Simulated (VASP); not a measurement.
# Zr (Fd-3m) in VASP: notebook

The runs below take Zr through single point, with LDA.

Program: VASP 6.6.1. These are calculated values, not measurements. Logs are shortened: lines on timing, memory, paths and dates and some standing lists are left out, and cuts for length are marked.

## Step 1: The cell of the first run

Symmetry: Fd-3m, No. 227, cubic system. The conventional cell has a = 6.054 Å, b = 6.054 Å, c = 6.054 Å, α = 90.00°, β = 90.00°, γ = 90.00°. Zr (site symmetry -43m) has 4 Zr at 2.62 Å within 3.5 Å.

This isn't the form of Zr at room conditions, which is hcp.

## Step 2: Single point, LDA

The input, INCAR:

```
  PREC = Accurate
  ENCUT = 520
  EDIFF = 1E-6
  ISMEAR = -1
  SIGMA = 0.1
  LREAL = False
  LASPH = True
  NELM = 100
  ALGO = Normal
  ISIF = 2
  LWAVE = False
  LCHARG = False
  GGA = CA
  NBANDS = 19
```

The input, KPOINTS:

```
regular mesh
0
Gamma
  9 9 9
```

The input, POSCAR:

```
Zr
1.0
    0.0000000000      3.0270582747      3.0270582747
    3.0270582747      0.0000000000      3.0270582747
    3.0270582747      3.0270582747      0.0000000000
Zr
2
Direct
    0.1250000000      0.1250000000      0.1250000000
    0.8750000000      0.8750000000      0.8750000000
```

Potentials or basis: VASP PAW LDA potentials, release 64 (Zr_sv).

Command:

```
cat potpaw_LDA.64/Zr_sv/POTCAR > POTCAR
mpirun -np 1 vasp_std > vasp.out
```

OUTCAR:

```text
PREC = Accurate
   ENCUT = 520
   EDIFF = 1E-6
   ISMEAR = -1
   LREAL = False
   LASPH = True
   NELM = 100
   ISIF = 2
   GGA = CA

 ion  position               nearest neighbor table
   1  0.125  0.125  0.125-   2 2.62   2 2.62   2 2.62   2 2.62
   2  0.875  0.875  0.875-   1 2.62   1 2.62   1 2.62   1 2.62

  LATTYP: Found a face centered cubic cell.
 ALAT       =     6.0541165494

  Lattice vectors:

 A1 = (   0.0000000000,   3.0270582747,   3.0270582747)
 A2 = (   3.0270582747,   0.0000000000,   3.0270582747)
 A3 = (   3.0270582747,   3.0270582747,   0.0000000000)

Analysis of symmetry for initial positions (statically):
=====================================================================
 Subroutine PRICEL returns:
 Original cell was already a primitive cell.

 Routine SETGRP: Setting up the symmetry group for a
 face centered cubic supercell.

 Subroutine GETGRP returns: Found 48 space group operations
 (whereof 12 operations were pure point group operations)
 out of a pool of 48 trial point group operations.

The static configuration has the point symmetry D_3d.
 The point group associated with its full space group is O_h .

Analysis of symmetry for dynamics (positions and initial velocities):
=====================================================================
 Subroutine PRICEL returns:
 Original cell was already a primitive cell.

 Routine SETGRP: Setting up the symmetry group for a
 face centered cubic supercell.

 Subroutine GETGRP returns: Found 48 space group operations
 (whereof 12 operations were pure point group operations)
 out of a pool of 48 trial point group operations.

The dynamic configuration has the point symmetry D_3d.
 The point group associated with its full space group is O_h .

 Subroutine INISYM returns: Found 48 space group operations
 (whereof 12 operations are pure point group operations),
 and found     1 'primitive' translations

----------------------------------------------------------------------------------------

                                     Primitive cell

  volume of cell :      55.4744

  direct lattice vectors                    reciprocal lattice vectors
     0.000000000  3.027058275  3.027058275    -0.165176866  0.165176866  0.165176866
     3.027058275  0.000000000  3.027058275     0.165176866 -0.165176866  0.165176866
     3.027058275  3.027058275  0.000000000     0.165176866  0.165176866 -0.165176866

[... 73 lines left out ...]
 SYSTEM =  unknown system
   PREC   = accura    normal or accurate (medium, high low for compatibility)
   ISTART =      0    job   : 0-new  1-cont  2-samecut
   ICHARG =      2    charge: 1-file 2-atom 10-const
   ISPIN  =      1    spin polarized calculation?
   LNONCOLLINEAR =      F non collinear calculations
   LSORBIT =      F    spin-orbit coupling
   LASPH  =      T    aspherical Exc in radial PAW
   ENCUT  =  520.0 eV  38.22 Ry    6.18 a.u.   7.96  7.96  7.96*2*pi/ulx,y,z
   NELM   =    100;   NELMIN=  2; NELMDL= -5     # of ELM steps
   EDIFF  = 0.1E-05   stopping-criterion for ELM
   LREAL  =      F    real-space projection
   EDIFFG = 0.1E-04   stopping-criterion for IOM
   NSW    =      0    number of steps for IOM
   IBRION =     -1    ionic relax: 0-MD 1-quasi-New 2-CG
   NFREE  =      0    steps in history (QN), initial steepest desc. (CG)
   ISIF   =      2    stress and relaxation
   ISYM   =      2    0-nonsym 1-usesym 2-fastsym
   POTIM  = 0.5000    time-step for ionic-motion
   TEBEG  =    0.0;   TEEND  =   0.0 temperature during run
   PSTRESS=    0.0 pullay stress
   NELECT =      24.0000    total number of electrons
   NUPDOWN=      -1.0000    fix difference up-down
   EMIN   =  10.00;   EMAX   =-10.00  energy-range for DOS
   EFERMI =   0.00;   METHOD = LEGACY
   ISMEAR =    -1;   SIGMA  =   0.10  broadening in eV -4-tet -1-fermi 0-gaus
   EFERMI_NEDOS =   21; number of points for ismear=-14 and -15
   IALGO  =     38    algorithm
   IMIX   =      4    mixing-type and parameters
     AMIX     =   0.40;   BMIX     =  1.00
     AMIX_MAG =   1.60;   BMIX_MAG =  1.00
  volume/ion in A,a.u.               =      27.74       187.18
  Fermi-wavevector in a.u.,A,eV,Ry     =   1.238172  2.339807 20.858697  1.533071
  Thomas-Fermi vector in A             =   2.372709
   LORBIT       =      0    0 simple, 1 ext, 2 COOP (PROOUT), +10 PAW based schemes
   GGA     = CA    functional components
   LHFCALC =     F    Hartree Fock is set to
   AEXX    =    0.0000 exact exchange contribution
   IVDW    =     0    specifies the selected vdW correction
   LEPSILON=     F    determine dielectric tensor
   LRPA    =     F    only Hartree local field effects (RPA)
 non-spin polarized calculation
  energy-cutoff  :      520.00
  volume of cell :       55.47
 maximum number of plane-waves:      1516
   NGX = 15   NGY = 15   NGZ = 15

 number of electron      24.0000000 magnetization

 Free energy of the ion-electron system (eV)
  ---------------------------------------------------
  ext. energy  EPLUGINS =         0.00000000
  ---------------------------------------------------
  free energy    TOTEN  =       -13.90957869 eV

  energy without entropy =      -13.76777338  energy(sigma->0) =      -13.83867604

 E-fermi :   6.3593     XC(G=0): -10.1867

 val. band max:        6.3273096334   @ k =   0.2222   0.0000   0.0000
 cond. band min:       6.3593146974   @ k =   0.3333   0.2222   0.0000
 fundamental gap:      0.0320050640
 Fermi energy:         6.3592695268

 k-point     1 :       0.0000    0.0000    0.0000
  band No.  band energies     occupation
      1     -42.2761      2.00000
      2     -41.4503      2.00000
      3     -20.8175      2.00000
      4     -20.8175      2.00000
      5     -20.8175      2.00000
      6     -19.5333      2.00000
[... 505 lines left out ...]
      6     -20.0747      2.00000
[... 11 lines left out ...]
     18      10.7784      0.00000
     19      12.3583      0.00000

 [... further k-points ...]
[... 5 lines left out ...]
  --------------------------------------------------------------------------------------
  -------------------------------------------------------------------------------------
  Total        0.0195913      0.0195913      0.0195913     -0.0000000      0.0000000      0.0000000
  in kB        0.5658254      0.5658254      0.5658254     -0.0000000      0.0000000      0.0000000
  external PRESSURE =       0.5658254 kB  Pullay stress =       0.0000000 kB

 VOLUME and BASIS-vectors are now :
 -----------------------------------------------------------------------------
  energy-cutoff  :      520.00
  volume of cell :       55.47
      direct lattice vectors                 reciprocal lattice vectors
     0.000000000  3.027058275  3.027058275    -0.165176866  0.165176866  0.165176866
     3.027058275  0.000000000  3.027058275     0.165176866 -0.165176866  0.165176866
     3.027058275  3.027058275  0.000000000     0.165176866  0.165176866 -0.165176866

 POSITION                                       TOTAL-FORCE (eV/Angst)
 -----------------------------------------------------------------------------------
      0.75676      0.75676      0.75676         0.000000      0.000000     -0.000000
      5.29735      5.29735      5.29735        -0.000000     -0.000000      0.000000
 -----------------------------------------------------------------------------------
    total drift:                                0.000000      0.000000     -0.000000

  FREE ENERGIE OF THE ION-ELECTRON SYSTEM (eV)
  ---------------------------------------------------
  free  energy   TOTEN  =       -13.9095786930 eV

  energy  without entropy=      -13.7677733841  energy(sigma->0) =      -13.83867604
```

OSZICAR:

```text
N       E                     dE             d eps       ncg     rms          rms(c)
DAV:   1     0.222619840931E+03    0.22262E+03   -0.13105E+04  1330   0.122E+03
DAV:   2     0.178641811566E+01   -0.22083E+03   -0.21643E+03  1542   0.361E+02
DAV:   3    -0.137093927052E+02   -0.15496E+02   -0.14899E+02  2498   0.683E+01
DAV:   4    -0.140715526397E+02   -0.36216E+00   -0.36011E+00  1607   0.110E+01
DAV:   5    -0.140813425286E+02   -0.97899E-02   -0.97813E-02  1916   0.138E+00    0.150E+01
DAV:   6    -0.138965865014E+02    0.18476E+00   -0.54026E-01  1546   0.460E+00    0.699E+00
DAV:   7    -0.139069151632E+02   -0.10329E-01   -0.21280E-01  2282   0.262E+00    0.147E+00
DAV:   8    -0.139099209380E+02   -0.30058E-02   -0.31566E-02  1689   0.132E+00    0.981E-02
DAV:   9    -0.139095680765E+02    0.35286E-03   -0.23825E-03  1597   0.303E-01    0.918E-02
DAV:  10    -0.139095788589E+02   -0.10782E-04   -0.16657E-04  1837   0.124E-01    0.112E-02
DAV:  11    -0.139095786930E+02    0.16597E-06   -0.68050E-06  1788   0.156E-02
   1 F= -.13909579E+02 E0= -.13838676E+02  d E =-.141805E+00
```

Run time: 20 s. Hardware: 1 thread of Intel Xeon Platinum 8375C at 2.90GHz (Ice Lake), shared host; peak memory 0.16 GiB.

What came out:

| Property | Result |
| --- | --- |
| Free energy | -13.9096 eV |
| Pressure | 0.1 GPa |
| Band gap on the k mesh | zero (bands 12 and 13 overlap by 0.27 eV) |

Levels at points of the mesh, in eV from the Fermi level:
```tsv
k point	band 10	band 11	band 12	band 13	band 14	band 15
(0.00, 0.00, 0.00)	-1.07	-1.07	0.03	0.03	0.03	2.35
```

## Step 3: Single point, LDA (24.41 Å³/atom)

This run uses another cell than the first one, of 24.41 Å³/atom.

The input, INCAR:

```
SYSTEM = Zr
PREC = Accurate ; ENCUT = 520
EDIFF = 1E-6 ; ISMEAR = -1
SIGMA = 0.1 ; LREAL = .False.
LASPH = .True. ; NELM = 80
ALGO = Normal ; ISIF = 2
LWAVE = .False. ; LCHARG = .True.
LELF = .True. ; LVHAR = .True.
NBANDS = 19
```

The input, KPOINTS:

```
Automatic mesh
0
Gamma
  10 10 10
  0 0 0
```

The input, POSCAR:

```
Zr
1.0
    0.0000000000      2.9007814251      2.9007814251
    2.9007814251      0.0000000000      2.9007814251
    2.9007814251      2.9007814251      0.0000000000
Zr
2
Direct
    0.1250000000      0.1250000000      0.1250000000
    0.8750000000      0.8750000000      0.8750000000
```

Potentials or basis: VASP PAW LDA potentials, release 64 (Zr_sv).

Command:

```
cat potpaw_LDA.64/Zr_sv/POTCAR > POTCAR
mpirun -np 1 vasp_std > vasp.out
```

It took 28 s on 1 thread of Intel Xeon Platinum 8375C at 2.90GHz (Ice Lake), shared host; peak memory 0.17 GiB.

The run converged. Its results:

* Free energy: -13.7772 eV
* Pressure: 6.8 GPa
* Band gap on the k mesh: zero (bands 12 and 13 overlap by 0.69 eV)

Levels at points of the mesh, in eV from the Fermi level:
```tsv
k point	band 9	band 10	band 11	band 12	band 13	band 14	band 15	band 16
(0.00, 0.00, 0.00)	-4.44	-1.46	-1.46	0.02	0.02	0.02	2.66	2.66
(0.50, 0.00, 0.00)	-1.75	-1.48	-1.27	-1.27	-0.39	-0.39	1.46	4.10
(0.50, 0.50, 0.00)	-2.63	-2.63	-0.34	-0.34	1.26	1.26	1.77	1.77
```

Caveat: the cell stands under pressure.

## Step 4: Single point, LDA (25.52 Å³/atom)

This run uses another cell than the first one, of 25.52 Å³/atom.

The input, INCAR:

```
ALGO = Normal
EDIFF = 1E-6
ENCUT = 520
GGA = CA
ISIF = 2
ISMEAR = -1
LASPH = T
LCHARG = F
LREAL = F
LWAVE = F
NBANDS = 19
NELM = 100
PREC = Accurate
SIGMA = 0.1
```

The input, KPOINTS:

```
k-points
0
Gamma
  10 10 10
```

The input, POSCAR:

```
Zr
1.0
    0.0000000000      2.9440830543      2.9440830543
    2.9440830543      0.0000000000      2.9440830543
    2.9440830543      2.9440830543      0.0000000000
Zr
2
Direct
    0.1250000000      0.1250000000      0.1250000000
    0.8750000000      0.8750000000      0.8750000000
```

Command:

```
cat potpaw_LDA.64/Zr_sv/POTCAR > POTCAR
mpirun -np 1 vasp_std > vasp.out
```

Wall time 28 s (1 thread of Intel Xeon Platinum 8375C at 2.90GHz (Ice Lake), shared host); peak memory 0.17 GiB.

Results (log left out):

```yaml
Free_energy: -13.8530 eV
Pressure: 4.1 GPa
Band_gap_on_the_k_mesh: zero (bands 12 and 13 overlap by 0.57 eV)
```

Levels at points of the mesh, in eV from the Fermi level:
| k point | band 8 | band 9 | band 10 | band 11 | band 12 | band 13 | band 14 | band 15 | band 16 | band 17 |
| --- | --- | --- | --- | --- | --- | --- | --- | --- | --- | --- |
| (0.00, 0.00, 0.00) | -25.76 | -4.35 | -1.31 | -1.31 | 0.02 | 0.02 | 0.02 | 2.55 | 2.55 | 2.55 |
| (0.50, 0.00, 0.00) | -25.53 | -1.59 | -1.51 | -1.14 | -1.14 | -0.33 | -0.33 | 1.31 | 3.92 | 3.92 |
| (0.50, 0.50, 0.00) | -25.29 | -2.43 | -2.43 | -0.27 | -0.27 | 1.06 | 1.06 | 1.78 | 1.78 | 5.42 |

Caveat: the cell stands under pressure.

## Step 5: The runs side by side

| cell | k mesh | gap on the mesh (eV) | pressure (GPa) |
| --- | --- | --- | --- |
| a = 4.281 Å, angles 60.0°, 2 atoms | 9 × 9 × 9 | none | 0.1 |
| a = 4.102 Å, angles 60.0°, 2 atoms | 10 × 10 × 10 | none | 6.8 |
| a = 4.164 Å, angles 60.0°, 2 atoms | 10 × 10 × 10 | none | 4.1 |

Alike in all rows: task single point; level LDA; potentials or basis VASP PAW LDA potentials, release 64 (Zr_sv); no spin polarisation; cutoff (eV) 520; smearing fermi-dirac 0.1 eV.

Caveats: the cell stands under pressure (at least some runs).

Total energies depend on the potentials used, so only differences within one code and one set of settings carry meaning.
